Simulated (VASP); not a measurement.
# PbF2 (Fm-3m) in VASP: a series of runs, part 3 of 3

VASP 6.6.1.

### Step 4. Single point, r2SCAN+rVV10

This run uses another cell than the first one, of 17.05 Å³/atom.

Input file POSCAR:

```
PbF2
1.0
    0.0000000000      2.9463982851      2.9463982851
    2.9463982851      0.0000000000      2.9463982851
    2.9463982851      2.9463982851      0.0000000000
Pb F
1 2
Direct
    0.0000000000      0.0000000000      0.0000000000
    0.7500000000      0.7500000000      0.7500000000
    0.2500000000      0.2500000000      0.2500000000
```

Input file INCAR.step1:

```
  ALGO = Normal
  EDIFF = 1E-5
  ENCUT = 660
  GGA = PE
  GGA_COMPAT = F
  ISMEAR = -1
  LASPH = T
  LCHARG = F
  LREAL = F
  LWAVE = T
  NBANDS = 21
  NELM = 120
  PREC = Accurate
  SIGMA = 0.05
```

Input file INCAR.step2:

```
  ALGO = Normal
  BPARAM = 11.95
  CPARAM = 0.0093
  EDIFF = 1E-6
  ENCUT = 660
  GGA_COMPAT = F
  ISIF = 2
  ISMEAR = -1
  ISTART = 1
  IVDW_NL = 2
  LASPH = T
  LCHARG = F
  LMIXTAU = T
  LREAL = F
  LUSE_VDW = T
  LWAVE = F
  METAGGA = R2SCAN
  NBANDS = 21
  NELM = 120
  PREC = Accurate
  SIGMA = 0.05
```

Input file KPOINTS:

```
k-points
0
Gamma
  8 8 8
```

Potentials or basis: VASP PAW PBE potentials, release 64 (Pb_d, F).

Run with:

```console
$ cat potpaw_PBE.64/Pb_d/POTCAR potpaw_PBE.64/F/POTCAR > POTCAR
$ cp INCAR.step1 INCAR
$ mpirun -np 1 vasp_std > vasp.out
$ cp INCAR.step2 INCAR
$ mpirun -np 1 vasp_std > vasp.out
```

OUTCAR:

```text
BPARAM = 11.95
   EDIFF = 1E-6
   ENCUT = 660
   ISIF = 2
   ISMEAR = -1
   ISTART = 1
   IVDW_NL = 2
   LASPH = T
   LREAL = F
   METAGGA = R2SCAN
   NELM = 120
   PREC = Accurate

 ion  position               nearest neighbor table
   1  0.000  0.000  0.000-   2 2.55   2 2.55   2 2.55   2 2.55   3 2.55   3 2.55   3 2.55   3 2.55

   2  0.750  0.750  0.750-   1 2.55   1 2.55   1 2.55   1 2.55
   3  0.250  0.250  0.250-   1 2.55   1 2.55   1 2.55   1 2.55

  LATTYP: Found a face centered cubic cell.
 ALAT       =     5.8927965702

  Lattice vectors:

 A1 = (   0.0000000000,   2.9463982851,   2.9463982851)
 A2 = (   2.9463982851,   0.0000000000,   2.9463982851)
 A3 = (   2.9463982851,   2.9463982851,   0.0000000000)

Analysis of symmetry for initial positions (statically):
=====================================================================
 Subroutine PRICEL returns:
 Original cell was already a primitive cell.

 Routine SETGRP: Setting up the symmetry group for a
 face centered cubic supercell.

 Subroutine GETGRP returns: Found 48 space group operations
 (whereof 48 operations were pure point group operations)
 out of a pool of 48 trial point group operations.

The static configuration has the point symmetry O_h .

Analysis of symmetry for dynamics (positions and initial velocities):
=====================================================================
 Subroutine PRICEL returns:
 Original cell was already a primitive cell.

 Routine SETGRP: Setting up the symmetry group for a
 face centered cubic supercell.

 Subroutine GETGRP returns: Found 48 space group operations
 (whereof 48 operations were pure point group operations)
 out of a pool of 48 trial point group operations.
[... 115 lines left out ...]
   NUPDOWN=      -1.0000    fix difference up-down
   EMIN   =  10.00;   EMAX   =-10.00  energy-range for DOS
   EFERMI =   0.00;   METHOD = LEGACY
   ISMEAR =    -1;   SIGMA  =   0.05  broadening in eV -4-tet -1-fermi 0-gaus
   EFERMI_NEDOS =   21; number of points for ismear=-14 and -15
   IALGO  =     38    algorithm
   IMIX   =      4    mixing-type and parameters
     AMIX     =   0.40;   BMIX     =  1.00
     AMIX_MAG =   1.60;   BMIX_MAG =  1.00
  volume/ion in A,a.u.               =      17.05       115.07
  Fermi-wavevector in a.u.,A,eV,Ry     =   1.339140  2.530608 24.399281  1.793297
  Thomas-Fermi vector in A             =   2.467555
   LORBIT       =      0    0 simple, 1 ext, 2 COOP (PROOUT), +10 PAW based schemes
   METAGGA = R2SCAN    functional components
   LHFCALC =     F    Hartree Fock is set to
   AEXX    =    0.0000 exact exchange contribution
   IVDW_NL    =     2    kernel type
   BPARAM     =11.9500
   IVDW    =     0    specifies the selected vdW correction
   LEPSILON=     F    determine dielectric tensor
   LRPA    =     F    only Hartree local field effects (RPA)
 non-spin polarized calculation
  energy-cutoff  :      660.00
  volume of cell :       51.16
 maximum number of plane-waves:      1996
   NGX = 17   NGY = 17   NGZ = 17

 number of electron      28.0000010 magnetization

 Free energy of the ion-electron system (eV)
  ---------------------------------------------------
  ext. energy  EPLUGINS =         0.00000000
  ---------------------------------------------------
  free energy    TOTEN  =       -69.26263841 eV

  energy without entropy =      -69.26263841  energy(sigma->0) =      -69.26263841

 E-fermi :   2.8528     XC(G=0): -10.1937

 val. band max:        1.7222146792   @ k =  -0.2500   0.5000   0.2500
 cond. band min:       6.6021805707   @ k =   0.5000   0.5000   0.0000
 fundamental gap:      4.8799658914
 Fermi energy:         2.8527996259

 k-point     1 :       0.0000    0.0000    0.0000
  band No.  band energies     occupation
      1     -20.8234      2.00000
      2     -20.2031      2.00000
      3     -13.1506      2.00000
      4     -13.1506      2.00000
      5     -13.1506      2.00000
      6     -13.0910      2.00000
[... 565 lines left out ...]
     20      18.5713      0.00000
     21      18.8862      0.00000

 [... further k-points ...]

------------------------ aborting loop because EDIFF is reached ----------------------------------------

  FORCE on cell =-STRESS in cart. coord.  units (eV):
  Direction    XX          YY          ZZ          XY          YZ          ZX
  --------------------------------------------------------------------------------------
  -------------------------------------------------------------------------------------
  Total       -0.0134866     -0.0134866     -0.0134866      0.0000000      0.0000000     -0.0000000
  in kB       -0.4223856     -0.4223856     -0.4223856      0.0000000      0.0000000     -0.0000000
  external PRESSURE =      -0.4223856 kB  Pullay stress =       0.0000000 kB

 VOLUME and BASIS-vectors are now :
 -----------------------------------------------------------------------------
  energy-cutoff  :      660.00
  volume of cell :       51.16
      direct lattice vectors                 reciprocal lattice vectors
     0.000000000  2.946398285  2.946398285    -0.169698714  0.169698714  0.169698714
     2.946398285  0.000000000  2.946398285     0.169698714 -0.169698714  0.169698714
     2.946398285  2.946398285  0.000000000     0.169698714  0.169698714 -0.169698714

 POSITION                                       TOTAL-FORCE (eV/Angst)
 -----------------------------------------------------------------------------------
      0.00000      0.00000      0.00000        -0.000000     -0.000000     -0.000000
      4.41960      4.41960      4.41960        -0.000000     -0.000000     -0.000000
      1.47320      1.47320      1.47320         0.000000      0.000000      0.000000
 -----------------------------------------------------------------------------------
    total drift:                                0.000000      0.000000      0.000000

  FREE ENERGIE OF THE ION-ELECTRON SYSTEM (eV)
  ---------------------------------------------------
  free  energy   TOTEN  =       -69.2626384138 eV

  energy  without entropy=      -69.2626384137  energy(sigma->0) =      -69.26263841
```

OUTCAR.step1:

```text
EDIFF = 1E-5
   ENCUT = 660
   GGA = PE
   ISMEAR = -1
   LASPH = T
[... 800 lines left out ...]
      0.00000      0.00000      0.00000        -0.000000     -0.000000      0.000000
      4.41960      4.41960      4.41960        -0.000000     -0.000000     -0.000000
      1.47320      1.47320      1.47320         0.000000      0.000000      0.000000
 -----------------------------------------------------------------------------------
    total drift:                                0.000000      0.000000      0.000000

  FREE ENERGIE OF THE ION-ELECTRON SYSTEM (eV)
  ---------------------------------------------------
  free  energy   TOTEN  =       -14.3206887343 eV

  energy  without entropy=      -14.3206887343  energy(sigma->0) =      -14.32068873
```

It took 1.8 min on 1 thread of Intel Xeon 6975P-C (Granite Rapids), shared host; peak memory 0.4 GiB.

What came out:

```
Free energy            : -69.2626 eV
Pressure               : 0.0 GPa
Band gap on the k mesh : 4.88 eV (least direct gap 5.03 eV)
```

Levels at points of the mesh, in eV from the valence-band top:
| k point | band 11 | band 12 | band 13 | band 14 | band 15 | band 16 | band 17 | band 18 |
| --- | --- | --- | --- | --- | --- | --- | --- | --- |
| (0.00, 0.00, 0.00) | -2.78 | -2.27 | -2.27 | -2.27 | 7.28 | 7.28 | 7.28 | 10.49 |
| (0.50, 0.00, 0.00) | -2.98 | -2.45 | -2.45 | -0.07 | 5.28 | 8.27 | 8.27 | 13.28 |
| (0.50, 0.50, 0.00) | -1.85 | -1.84 | -1.84 | -0.15 | 4.88 | 8.48 | 8.48 | 8.81 |

Caveat: the PAW data sets were made with another functional, which shifts forces and pressure a little; spin-orbit coupling is left out, which moves the levels of the heavy elements. r2SCAN opens gaps a little over a GGA but as a rule still falls short of measured ones.

### Step 5. Single point, r2SCAN+D3(BJ)

This run uses another cell than the first one, of 17.18 Å³/atom.

Input file POSCAR:

```
PbF2
1.0
    0.0000000000      2.9534965420      2.9534965420
    2.9534965420      0.0000000000      2.9534965420
    2.9534965420      2.9534965420      0.0000000000
Pb F
1 2
Direct
    0.0000000000      0.0000000000      0.0000000000
    0.7500000000      0.7500000000      0.7500000000
    0.2500000000      0.2500000000      0.2500000000
```

Input file INCAR.step1:

```
SYSTEM = PbF2
PREC     = Accurate       ! precision mode
ENCUT    = 660            ! plane-wave cutoff, eV
ISMEAR   = -1             ! smearing method
SIGMA    = 0.05           ! smearing width, eV
LREAL    = .FALSE.        ! projectors in reciprocal space
LASPH    = .TRUE.         ! aspherical terms in the spheres
NELM     = 120            ! most SCF steps
NBANDS   = 21             ! bands
GGA      = PE             ! functional
ALGO     = Normal         ! electronic algorithm
EDIFF    = 1E-5           ! SCF threshold, eV
LWAVE    = .TRUE.         ! write WAVECAR
LCHARG   = .FALSE.        ! write CHGCAR
GGA_COMPAT= .FALSE.
```

Input file INCAR.step2:

```
SYSTEM = PbF2
PREC     = Accurate       ! precision mode
ENCUT    = 660            ! plane-wave cutoff, eV
EDIFF    = 1E-6           ! SCF threshold, eV
ISMEAR   = -1             ! smearing method
SIGMA    = 0.05           ! smearing width, eV
LREAL    = .FALSE.        ! projectors in reciprocal space
LASPH    = .TRUE.         ! aspherical terms in the spheres
NELM     = 120            ! most SCF steps
ALGO     = Normal         ! electronic algorithm
ISIF     = 2              ! what is computed and relaxed
LWAVE    = .FALSE.        ! write WAVECAR
LCHARG   = .TRUE.         ! write CHGCAR
METAGGA  = R2SCAN         ! meta-GGA
LMIXTAU  = .TRUE.       
IVDW     = 12             ! dispersion correction
VDW_S6   = 1.0          
VDW_S8   = 0.78981345   
VDW_A1   = 0.49484001   
VDW_A2   = 5.73083694   
LELF     = .TRUE.         ! ELF
LVHAR    = .TRUE.       
NBANDS   = 21             ! bands
ISTART   = 1            
GGA_COMPAT= .FALSE.
```

Input file KPOINTS:

```
Automatic mesh
0
G
  8 8 8
  0 0 0
```

Run with:

```console
$ cat potpaw_PBE.64/Pb_d/POTCAR potpaw_PBE.64/F/POTCAR > POTCAR
$ cp INCAR.step1 INCAR
$ mpirun -np 1 vasp_std > vasp.out
$ cp INCAR.step2 INCAR
$ mpirun -np 1 vasp_std > vasp.out
```

Wall time 64 s (1 thread of Intel Xeon 6975P-C (Granite Rapids), shared host); peak memory 0.23 GiB.

The run converged. Its results:

```
Free energy                : -70.3872 eV
Pressure                   : -0.3 GPa
Band gap on the k mesh     : 4.93 eV (least direct gap 5.08 eV)
Dispersion energy per atom : -0.073 eV
```

Levels at points of the mesh, in eV from the valence-band top:
| k point | band 10 | band 11 | band 12 | band 13 | band 14 | band 15 | band 16 | band 17 | band 18 | band 19 |
| --- | --- | --- | --- | --- | --- | --- | --- | --- | --- | --- |
| (0.00, 0.00, 0.00) | -2.72 | -2.72 | -2.21 | -2.21 | -2.21 | 7.31 | 7.31 | 7.31 | 10.71 | 15.94 |
| (0.50, 0.00, 0.00) | -2.91 | -2.91 | -2.39 | -2.39 | -0.07 | 5.38 | 8.27 | 8.27 | 13.47 | 14.36 |
| (0.50, 0.50, 0.00) | -3.79 | -1.79 | -1.79 | -1.79 | -0.15 | 4.93 | 8.49 | 8.49 | 9.05 | 15.09 |

Caveat: three body term missing; the PAW data sets were made with another functional, which shifts forces and pressure a little; spin-orbit coupling is left out, which moves the levels of the heavy elements.

### Step 6. Summary

| level | cell | gap on the mesh (eV) | pressure (GPa) |
| --- | --- | --- | --- |
| r2SCAN | a = 4.108 Å, angles 60.0°, 3 atoms | 4.90 | 4.9 |
| r2SCAN | a = 4.153 Å, angles 60.0°, 3 atoms | 4.92 | 1.9 |
| r2SCAN+rVV10 | a = 4.167 Å, angles 60.0°, 3 atoms | 4.88 | 0.0 |
| r2SCAN+D3(BJ) | a = 4.177 Å, angles 60.0°, 3 atoms | 4.93 | -0.3 |

Alike in all rows: task single point; potentials or basis VASP PAW PBE potentials, release 64 (Pb_d, F); no spin polarisation; k mesh 8 × 8 × 8; cutoff (eV) 660; smearing fermi-dirac 0.05 eV.

Caveats: the PAW data sets were made with another functional, which shifts forces and pressure a little; spin-orbit coupling is left out, which moves the levels of the heavy elements; the cell stands under pressure (at least some runs); three body term missing (at least some runs).

Total energies depend on the potentials used, so only differences within one code and one set of settings carry meaning.
